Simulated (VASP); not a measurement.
# CsCl in VASP: notebook

Aim: see how the results for CsCl move with the level of theory and the settings. Levels: r2SCAN, HSE06. Tasks: single point.

Everything below comes from runs of VASP 6.6.1. Logs are shortened: lines on timing, memory, paths and dates and some standing lists are left out, and cuts for length are marked.

## Step 1: The cell of the first run

Symmetry: P4/mmm, No. 123, tetragonal system. Conventional cell: a = 4.137 Å, b = 4.137 Å, c = 4.097 Å, α = 90.00°, β = 90.00°, γ = 90.00°. Cs (site symmetry 4/mmm) has 8 Cl at 3.57 Å and 6 Cs at 4.10 to 4.14 Å within 4.7 Å. Within 4.7 Å of Cl (site symmetry 4/mmm) lie 8 Cs at 3.57 Å and 6 Cl at 4.10 to 4.14 Å.

## Step 2: Single point, r2SCAN (uniaxial x strain -1.0%)

POSCAR reads:

```
CsCl
1.0
    4.0971191843      0.0000000000      0.0000000000
    0.0000000000      4.1368327790      0.0000000000
    0.0000000000      0.0000000000      4.1368327790
Cs Cl
1 1
Direct
    0.0000000000      0.0000000000      0.0000000000
    0.5000000000      0.5000000000      0.5000000000
```

INCAR.step1 reads:

```
ALGO = Normal ; EDIFF = 1E-5
ENCUT = 550 ; GGA = PE
GGA_COMPAT = F ; ISMEAR = 0
LASPH = T ; LCHARG = F
LREAL = F ; LWAVE = T
NBANDS = 15 ; NELM = 120
PREC = Accurate ; SIGMA = 0.01
```

INCAR.step2 reads:

```
ALGO = Normal ; EDIFF = 1E-6
ENCUT = 550 ; GGA_COMPAT = F
ISIF = 2 ; ISMEAR = 0
ISTART = 1 ; LASPH = T
LCHARG = F ; LMIXTAU = T
LREAL = F ; LWAVE = F
METAGGA = R2SCAN ; NBANDS = 15
NELM = 120 ; PREC = Accurate
SIGMA = 0.01
```

KPOINTS reads:

```
k-points
0
Gamma
  6 6 6
```

Potentials or basis: VASP PAW PBE potentials, release 64 (Cs_sv, Cl).

The run is started by

```bash
$ cat potpaw_PBE.64/Cs_sv/POTCAR potpaw_PBE.64/Cl/POTCAR > POTCAR
$ cp INCAR.step1 INCAR
$ mpirun -np 1 vasp_std > vasp.out
$ cp INCAR.step2 INCAR
$ mpirun -np 1 vasp_std > vasp.out
```

OUTCAR:

```text
EDIFF = 1E-6
   ENCUT = 550
   ISIF = 2
   ISMEAR = 0
   ISTART = 1
   LASPH = T
   LREAL = F
   METAGGA = R2SCAN
   NELM = 120
   PREC = Accurate

 ion  position               nearest neighbor table
   1  0.000  0.000  0.000-
   2  0.500  0.500  0.500-

  LATTYP: Found a simple tetragonal cell.
 ALAT       =     4.1368327790
 C/A-ratio  =     0.9904000000

  Lattice vectors:

 A1 = (   0.0000000000,   4.1368327790,   0.0000000000)
 A2 = (   0.0000000000,   0.0000000000,   4.1368327790)
 A3 = (   4.0971191843,   0.0000000000,   0.0000000000)

Analysis of symmetry for initial positions (statically):
=====================================================================
 Subroutine PRICEL returns:
 Original cell was already a primitive cell.

 Routine SETGRP: Setting up the symmetry group for a
 simple tetragonal supercell.

 Subroutine GETGRP returns: Found 16 space group operations
 (whereof 16 operations were pure point group operations)
 out of a pool of 16 trial point group operations.

The static configuration has the point symmetry D_4h.

Analysis of symmetry for dynamics (positions and initial velocities):
=====================================================================
 Subroutine PRICEL returns:
 Original cell was already a primitive cell.

 Routine SETGRP: Setting up the symmetry group for a
 simple tetragonal supercell.

 Subroutine GETGRP returns: Found 16 space group operations
 (whereof 16 operations were pure point group operations)
 out of a pool of 16 trial point group operations.

The dynamic configuration has the point symmetry D_4h.

 Subroutine INISYM returns: Found 16 space group operations
 (whereof 16 operations are pure point group operations),
 and found     1 'primitive' translations

----------------------------------------------------------------------------------------

                                     Primitive cell

  volume of cell :      70.1156

  direct lattice vectors                    reciprocal lattice vectors
     4.097119184  0.000000000  0.000000000     0.244073935  0.000000000  0.000000000
     0.000000000  4.136832779  0.000000000     0.000000000  0.241730825  0.000000000
     0.000000000  0.000000000  4.136832779     0.000000000  0.000000000  0.241730825

  length of vectors
     4.097119184  4.136832779  4.136832779     0.244073935  0.241730825  0.241730825

  position of ions in fractional coordinates (direct lattice)
     0.000000000  0.000000000  0.000000000
     0.500000000  0.500000000  0.500000000

  ion indices of the primitive-cell ions
   primitive index   ion index
                 1           1
                 2           2

----------------------------------------------------------------------------------------

 KPOINTS: k-points

Automatic generation of k-mesh.
 Grid dimensions read from file:
 generate k-points for:    6    6    6

 Generating k-lattice:

  Cartesian coordinates                     Fractional coordinates (reciprocal lattice)
     0.040678989  0.000000000  0.000000000     0.166666667  0.000000000  0.000000000
     0.000000000  0.040288471  0.000000000     0.000000000  0.166666667  0.000000000
     0.000000000  0.000000000  0.040288471     0.000000000  0.000000000  0.166666667

  Length of vectors
     0.040678989  0.040288471  0.040288471

  Shift w.r.t. Gamma in fractional coordinates (k-lattice)
     0.000000000  0.000000000  0.000000000

 Subroutine IBZKPT returns following result:
 ===========================================

 Found     40 irreducible k-points:

 Following reciprocal coordinates:
            Coordinates               Weight
  0.000000  0.000000  0.000000      1.000000
  0.166667  0.000000  0.000000      2.000000
  0.333333  0.000000  0.000000      2.000000
  0.500000  0.000000  0.000000      1.000000
  0.000000  0.166667  0.000000      4.000000
  0.166667  0.166667  0.000000      8.000000
[... 16 lines left out ...]
  0.333333  0.333333  0.166667     16.000000
  0.500000  0.333333  0.166667      8.000000
 [... further k-points ...]
   k-points           NKPTS =     40   k-points in BZ     NKDIM =     40   number of bands    NBANDS=     15
   number of dos      NEDOS =    301   number of ions     NIONS =      2
   total plane-waves  NPLWV =  32768
   dimension x,y,z NGX =    32 NGY =   32 NGZ =   32
   dimension x,y,z NGXF=    64 NGYF=   64 NGZF=   64
   ions per type =               1   1
   NGX,Y,Z   is equivalent  to a cutoff of  12.98, 12.86, 12.86 a.u.
   NGXF,Y,Z  is equivalent  to a cutoff of  25.97, 25.72, 25.72 a.u.
 SYSTEM =  unknown system
   PREC   = accura    normal or accurate (medium, high low for compatibility)
   ISTART =      1    job   : 0-new  1-cont  2-samecut
   ICHARG =      0    charge: 1-file 2-atom 10-const
   ISPIN  =      1    spin polarized calculation?
   LNONCOLLINEAR =      F non collinear calculations
   LSORBIT =      F    spin-orbit coupling
   LASPH  =      T    aspherical Exc in radial PAW
[... 27 lines left out ...]
   METAGGA = R2SCAN    functional components
   LHFCALC =     F    Hartree Fock is set to
   AEXX    =    0.0000 exact exchange contribution
   IVDW    =     0    specifies the selected vdW correction
   LEPSILON=     F    determine dielectric tensor
   LRPA    =     F    only Hartree local field effects (RPA)
 non-spin polarized calculation
 Gauss-broadening in eV      SIGMA  =   0.01
  energy-cutoff  :      550.00
  volume of cell :       70.12
 maximum number of plane-waves:      2072
 NGX is ok and might be reduce to    32
   NGX = 15   NGY = 15   NGZ = 15

 number of electron      16.0000004 magnetization

 Free energy of the ion-electron system (eV)
  ---------------------------------------------------
  ext. energy  EPLUGINS =         0.00000000
  ---------------------------------------------------
  free energy    TOTEN  =       -35.52379793 eV

  energy without entropy =      -35.52379793  energy(sigma->0) =      -35.52379793

 E-fermi :  -0.5626     XC(G=0):  -8.6707

 val. band max:       -0.6697189062   @ k =   0.0000   0.0000   0.0000
 cond. band min:       5.1966050801   @ k =   0.0000   0.0000   0.0000
 fundamental gap:      5.8663239863
 Fermi energy:        -0.5626227210

 k-point     1 :       0.0000    0.0000    0.0000
  band No.  band energies     occupation
      1     -20.5786      2.00000
      2     -13.4178      2.00000
      3      -6.6964      2.00000
      4      -6.6964      2.00000
      5      -6.6689      2.00000
      6      -0.6996      2.00000
      7      -0.6996      2.00000
      8      -0.6697      2.00000
      9       5.1966      0.00000
     10       5.2176      0.00000
     11       5.3695      0.00000
     12       9.9978      0.00000
     13      10.0835      0.00000
     14      10.0835      0.00000
     15      13.1352      0.00000

 k-point     2 :       0.1667    0.0000    0.0000
  band No.  band energies     occupation
      1     -20.5558      2.00000
      2     -13.4271      2.00000
      3      -6.8292      2.00000
      4      -6.6599      2.00000
      5      -6.6599      2.00000
      6      -1.0126      2.00000
      7      -0.7562      2.00000
      8      -0.7562      2.00000
      9       5.3914      0.00000
     10       5.8601      0.00000
     11       6.0456      0.00000
     12       9.8357      0.00000
     13       9.8357      0.00000
     14      10.1630      0.00000
     15      11.7904      0.00000

 k-point     3 :       0.3333    0.0000    0.0000
  band No.  band energies     occupation
      1     -20.5094      2.00000
      2     -13.4488      2.00000
      3      -7.1156      2.00000
      4      -6.5843      2.00000
      5      -6.5843      2.00000
      6      -1.5909      2.00000
      7      -0.8747      2.00000
      8      -0.8747      2.00000
      9       5.9004      0.00000
     10       7.0258      0.00000
     11       7.8138      0.00000
     12       9.5346      0.00000
     13       9.5346      0.00000
     14      10.0071      0.00000
     15      10.5744      0.00000
[... 343 lines left out ...]
 k-point    23 :       0.3333    0.3333    0.1667
  band No.  band energies     occupation
      1     -20.4366      2.00000
      2     -13.3654      2.00000
      3      -7.2420      2.00000
      4      -7.1442      2.00000
      5      -6.7276      2.00000
      6      -1.3565      2.00000
      7      -1.1783      2.00000
      8      -0.9827      2.00000
      9       6.9419      0.00000
     10       7.0447      0.00000
     11       8.2472      0.00000
     12       8.4656      0.00000
     13       8.9964      0.00000
     14       9.7241      0.00000
     15      12.6657      0.00000

 k-point    24 :       0.5000    0.3333    0.1667
  band No.  band energies     occupation
      1     -20.4161      2.00000
      2     -13.3424      2.00000
      3      -7.4010      2.00000
      4      -7.2007      2.00000
      5      -6.6950      2.00000
      6      -1.3630      2.00000
      7      -1.3020      2.00000
      8      -0.9385      2.00000
      9       6.7439      0.00000
     10       6.8449      0.00000
     11       8.2097      0.00000
     12       8.2135      0.00000
     13       9.6701      0.00000
     14      11.2270      0.00000
     15      12.7917      0.00000

 [... further k-points ...]
[... 5 lines left out ...]
  --------------------------------------------------------------------------------------
  -------------------------------------------------------------------------------------
  Total        0.1998924      0.0788849      0.0788849     -0.0000000      0.0000000      0.0000000
  in kB        4.5676439      1.8025609      1.8025609     -0.0000000      0.0000000      0.0000000
  external PRESSURE =       2.7242552 kB  Pullay stress =       0.0000000 kB

 VOLUME and BASIS-vectors are now :
 -----------------------------------------------------------------------------
  energy-cutoff  :      550.00
  volume of cell :       70.12
      direct lattice vectors                 reciprocal lattice vectors
     4.097119184  0.000000000  0.000000000     0.244073935  0.000000000  0.000000000
     0.000000000  4.136832779  0.000000000     0.000000000  0.241730825  0.000000000
     0.000000000  0.000000000  4.136832779     0.000000000  0.000000000  0.241730825

 POSITION                                       TOTAL-FORCE (eV/Angst)
 -----------------------------------------------------------------------------------
      0.00000      0.00000      0.00000         0.000000      0.000000      0.000000
      2.04856      2.06842      2.06842         0.000000      0.000000      0.000000
 -----------------------------------------------------------------------------------
    total drift:                                0.000000      0.000000     -0.000000

  FREE ENERGIE OF THE ION-ELECTRON SYSTEM (eV)
  ---------------------------------------------------
  free  energy   TOTEN  =       -35.5237979283 eV

  energy  without entropy=      -35.5237979283  energy(sigma->0) =      -35.52379793
```

Wall time 59 s (1 thread of Intel Xeon Platinum 8488C (Sapphire Rapids), shared host); peak memory 0.2 GiB.

Results:

| Property | Result |
| --- | --- |
| Free energy | -35.5238 eV |
| Pressure | 0.3 GPa |
| Band gap on the k mesh | 5.87 eV, direct |

Stress tensor (GPa, compression positive):
```
0.46 0.00 0.00
0.00 0.18 0.00
0.00 0.00 0.18
```

Levels at points of the mesh, in eV from the valence-band top:
| k point | band 5 | band 6 | band 7 | band 8 | band 9 | band 10 | band 11 | band 12 |
| --- | --- | --- | --- | --- | --- | --- | --- | --- |
| (0.00, 0.00, 0.00) | -6.00 | -0.03 | -0.03 | 0.00 | 5.87 | 5.89 | 6.04 | 10.67 |
| (0.50, 0.00, 0.00) | -5.88 | -1.17 | -0.27 | -0.27 | 6.95 | 8.33 | 9.66 | 9.85 |
| (0.00, 0.50, 0.00) | -5.86 | -1.17 | -0.28 | -0.23 | 6.91 | 8.26 | 9.62 | 9.88 |
| (0.50, 0.50, 0.00) | -5.79 | -0.46 | -0.45 | -0.09 | 6.55 | 6.60 | 8.56 | 8.61 |
| (0.00, 0.50, 0.50) | -5.78 | -0.45 | -0.45 | -0.06 | 6.53 | 6.68 | 8.68 | 8.68 |
| (0.50, 0.50, 0.50) | -6.54 | -1.12 | -1.12 | -1.12 | 9.12 | 9.12 | 9.23 | 11.27 |

Caveat: the cell differs from its parent crystal (uniaxial x strain -1.0%); the PAW data sets were made with another functional, which shifts forces and pressure a little; spin-orbit coupling is left out, which moves the levels of the heavy elements.

## Step 3: Single point, HSE06 (strain +5.4%)

POSCAR reads:

```
CsCl
1.0
    4.3589806992      0.0000000000      0.0000000000
    0.0000000000      4.3589806992      0.0000000000
    0.0000000000      0.0000000000      4.3589806992
Cs Cl
1 1
Direct
    0.0000000000      0.0000000000      0.0000000000
    0.5000000000      0.5000000000      0.5000000000
```

INCAR.step1 reads:

```
ALGO = Normal
EDIFF = 1E-5
ENCUT = 400
GGA = PE
GGA_COMPAT = False
ISIF = 2
ISMEAR = 0
LASPH = True
LREAL = False
LWAVE = True
NBANDS = 15
NELM = 120
PREC = Accurate
SIGMA = 0.01
```

INCAR.step2 reads:

```
ALGO = Normal
EDIFF = 1E-6
ENCUT = 400
GGA = PE
GGA_COMPAT = False
HFSCREEN = 0.2079
ISIF = 2
ISMEAR = 0
ISTART = 1
LASPH = True
LCHARG = True
LELF = True
LHFCALC = True
LREAL = False
LVHAR = True
LWAVE = False
NBANDS = 15
NELM = 120
PREC = Accurate
PRECFOCK = Normal
SIGMA = 0.01
```

KPOINTS reads:

```
k-points
0
Gamma
  4 4 4
```

Potentials or basis: VASP PAW PBE potentials, release 64 (Cs_sv, Cl).

The run is started by

```bash
$ cat potpaw_PBE.64/Cs_sv/POTCAR potpaw_PBE.64/Cl/POTCAR > POTCAR
$ cp INCAR.step1 INCAR
$ mpirun -np 1 vasp_std > vasp.out
$ cp INCAR.step2 INCAR
$ mpirun -np 1 vasp_std > vasp.out
```

It took 3.5 min on 1 thread of Intel Xeon Platinum 8488C (Sapphire Rapids), shared host; peak memory 0.26 GiB.

The run converged. Its results:

```yaml
Free_energy: -7.5786 eV
Pressure: -1.5 GPa
Band_gap_on_the_k_mesh: 5.84 eV, indirect (the least direct gap lies 4.0 meV higher)
```

Levels at points of the mesh, in eV from the valence-band top:
```
           k point  band 4  band 5  band 6  band 7  band 8  band 9  band 10  band 11  band 12  band 13
(0.00, 0.00, 0.00)   -6.45   -6.45    0.00    0.00    0.00    5.84     6.73     6.73    10.92    10.92
(0.50, 0.00, 0.00)   -6.37   -6.37   -0.90   -0.13   -0.13    7.61     8.16     9.17    10.28    10.28
(0.50, 0.50, 0.00)   -6.96   -6.32   -0.41   -0.41    0.00    7.03     7.14     9.11     9.11    11.96
(0.50, 0.50, 0.50)   -6.82   -6.82   -0.79   -0.79   -0.79    9.21     9.21     9.21    10.94    10.94
```

Caveat: the cell differs from its parent crystal (strain +5.4%); the PAW data sets were made with another functional, which shifts forces and pressure a little; spin-orbit coupling is left out, which moves the levels of the heavy elements.

## Step 4: Single point, HSE06 (uniaxial x strain -1.0%)

POSCAR reads:

```
CsCl
1.0
    4.0971191843      0.0000000000      0.0000000000
    0.0000000000      4.1368327790      0.0000000000
    0.0000000000      0.0000000000      4.1368327790
Cs Cl
1 1
Direct
    0.0000000000      0.0000000000      0.0000000000
    0.5000000000      0.5000000000      0.5000000000
```

INCAR.step1 reads:

```
PREC     = Accurate       # precision mode
ENCUT    = 400            # plane-wave cutoff, eV
EDIFF    = 1E-5           # SCF threshold, eV
ISMEAR   = 0              # smearing method
SIGMA    = 0.01           # smearing width, eV
LREAL    = False          # projectors in reciprocal space
LASPH    = True           # aspherical terms in the spheres
NELM     = 120            # most SCF steps
ALGO     = Normal         # electronic algorithm
ISIF     = 2              # what is computed and relaxed
LWAVE    = True           # write WAVECAR
GGA      = PE             # functional
NBANDS   = 15             # bands
GGA_COMPAT= False
```

INCAR.step2 reads:

```
PREC     = Accurate       # precision mode
ENCUT    = 400            # plane-wave cutoff, eV
EDIFF    = 1E-6           # SCF threshold, eV
ISMEAR   = 0              # smearing method
SIGMA    = 0.01           # smearing width, eV
LREAL    = False          # projectors in reciprocal space
LASPH    = True           # aspherical terms in the spheres
NELM     = 120            # most SCF steps
ALGO     = Normal         # electronic algorithm
ISIF     = 2              # what is computed and relaxed
LWAVE    = False          # write WAVECAR
LCHARG   = True           # write CHGCAR
GGA      = PE             # functional
LHFCALC  = True           # exact exchange
HFSCREEN = 0.2079         # screening, 1/A
PRECFOCK = Normal       
LELF     = True           # ELF
LVHAR    = True         
ISTART   = 1            
NBANDS   = 15             # bands
GGA_COMPAT= False
```

KPOINTS reads:

```
regular mesh
0
Gamma
  4 4 4
```

The run is started by

```bash
$ cat potpaw_PBE.64/Cs_sv/POTCAR potpaw_PBE.64/Cl/POTCAR > POTCAR
$ cp INCAR.step1 INCAR
$ mpirun -np 1 vasp_std > vasp.out
$ cp INCAR.step2 INCAR
$ mpirun -np 1 vasp_std > vasp.out
```

It took 5.9 min on 1 thread of Intel Xeon Platinum 8488C (Sapphire Rapids), shared host; peak memory 0.27 GiB.

Results (log left out):

```yaml
Free_energy: -7.6227 eV
Pressure: 0.6 GPa
Band_gap_on_the_k_mesh: 6.55 eV, direct
```

Stress tensor (GPa, compression positive):
```
0.82 0.00 0.00
0.00 0.53 0.00
0.00 0.00 0.53
```

Levels at points of the mesh, in eV from the valence-band top:
| k point | band 4 | band 5 | band 6 | band 7 | band 8 | band 9 | band 10 | band 11 | band 12 | band 13 |
| --- | --- | --- | --- | --- | --- | --- | --- | --- | --- | --- |
| (0.00, 0.00, 0.00) | -6.09 | -6.06 | -0.03 | -0.03 | 0.00 | 6.55 | 6.64 | 6.67 | 11.51 | 11.60 |
| (0.50, 0.00, 0.00) | -5.93 | -5.93 | -1.25 | -0.28 | -0.28 | 7.77 | 9.05 | 10.27 | 10.58 | 10.96 |
| (0.00, 0.50, 0.00) | -5.93 | -5.91 | -1.24 | -0.29 | -0.24 | 7.73 | 8.98 | 10.24 | 10.61 | 11.04 |
| (0.50, 0.50, 0.00) | -6.89 | -5.84 | -0.49 | -0.47 | -0.10 | 7.25 | 7.30 | 9.32 | 9.37 | 13.47 |
| (0.00, 0.50, 0.50) | -6.90 | -5.82 | -0.47 | -0.47 | -0.06 | 7.23 | 7.38 | 9.45 | 9.45 | 13.40 |
| (0.50, 0.50, 0.50) | -6.62 | -6.62 | -1.18 | -1.17 | -1.17 | 9.91 | 9.91 | 10.02 | 11.90 | 11.90 |

Caveat: the cell differs from its parent crystal (uniaxial x strain -1.0%); the PAW data sets were made with another functional, which shifts forces and pressure a little; spin-orbit coupling is left out, which moves the levels of the heavy elements.

## Step 5: The runs side by side

```csv
level,cell,k mesh,cutoff (eV),grid for exact exchange (PRECFOCK),screening parameter,gap on the mesh (eV),pressure (GPa)
r2SCAN,"a = 4.097, b = 4.137, c = 4.137 Å, 2 atoms",6 × 6 × 6,550,-,-,5.87,0.3
HSE06,"a = 4.359 Å, 2 atoms",4 × 4 × 4,400,Normal,0.2079 1/Å,5.84,-1.5
HSE06,"a = 4.097, b = 4.137, c = 4.137 Å, 2 atoms",4 × 4 × 4,400,Normal,0.2079 1/Å,6.55,0.6
```

Alike in all rows: task single point; potentials or basis VASP PAW PBE potentials, release 64 (Cs_sv, Cl); no spin polarisation; smearing gaussian 0.01 eV.

Caveats: the PAW data sets were made with another functional, which shifts forces and pressure a little; spin-orbit coupling is left out, which moves the levels of the heavy elements.

Absolute energies hang on the potentials; compare differences alone.
